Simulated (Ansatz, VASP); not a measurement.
**Two plane-wave programs on Sn**

```
CELL_PARAMETERS angstrom
-1.87351 1.77923 1.87939
1.87351 -1.77923 1.87939
1.87351 1.77923 -1.87939
ATOMIC_POSITIONS crystal
Sn 0.00000 0.00000 0.00000
```

Alike in both runs: task single point; functional PBEsol; dispersion D3(BJ); k mesh 26 × 26 × 26; occupations gaussian, width 0.15 eV; no spin polarisation.

```csv
,VASP,Ansatz
version,VASP 6.6.1,Ansatz 0.2.0
potentials or method,"VASP PAW PBE potentials, release 64 (Sn_d), cutoff 520 eV","scalar-relativistic, plane waves, PAW"
valence electrons in the cell,14,14
```

|  | VASP | Ansatz | Ansatz less VASP |
| --- | --- | --- | --- |
| gap on the k mesh at the Fermi level (eV) | none | none | - |
| pressure (GPa) | -0.2 | -0.2 | +0.01 |
| traceless stress, the component that is largest in VASP (GPa) | -0.50 | -0.50 | +0.002 |

VASP's potentials were made for PBE, not for PBEsol. A gap of «none» marks a metal or a gap that the smearing closes.
